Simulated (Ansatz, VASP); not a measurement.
## TaN: VASP beside Ansatz

```
Ta N
1.0
     0.00000    2.21132    2.21132
     2.21132    0.00000    2.21132
     2.21132    2.21132    0.00000
Ta N
1 1
Direct
  0.50000 0.50000 0.50000
  0.00000 0.00000 0.00000
```

Alike in both runs: task relaxation of cell and atoms; functional revPBE; k mesh 10 × 10 × 10; occupations fermi-dirac, width 0.05 eV; no spin polarisation.

|  | VASP | Ansatz |
| --- | --- | --- |
| version | VASP 6.6.1 | Ansatz 0.2.0 |
| potentials or method | VASP PAW PBE potentials, release 64 (Ta_pv, N) | Ansatz PAW |
| plane-wave cutoff (eV) | 600 | 420 |
| valence electrons in the cell | 16 | 18 |

VASP gave:

| Quantity | Value |
| --- | --- |
| relaxed volume (Å³/atom) | 10.90 |
| relaxed cell length with the largest relative difference (Å) | 3.136 |

Q: Which values does Ansatz return?

A: Relaxed volume (Å³/atom): 10.88; relaxed cell length with the largest relative difference (Å): 3.134.

VASP's potentials were made for PBE, not for revPBE. VASP's potentials hold 16 valence electrons a cell and Ansatz's 18, so a difference there can come from the potentials and not from the codes.

Neither program's run includes spin-orbit coupling. Noted on Ansatz's run: the plane-wave basis is chosen anew once the cell has moved, so the energies of steps on either side of that aren't comparable.
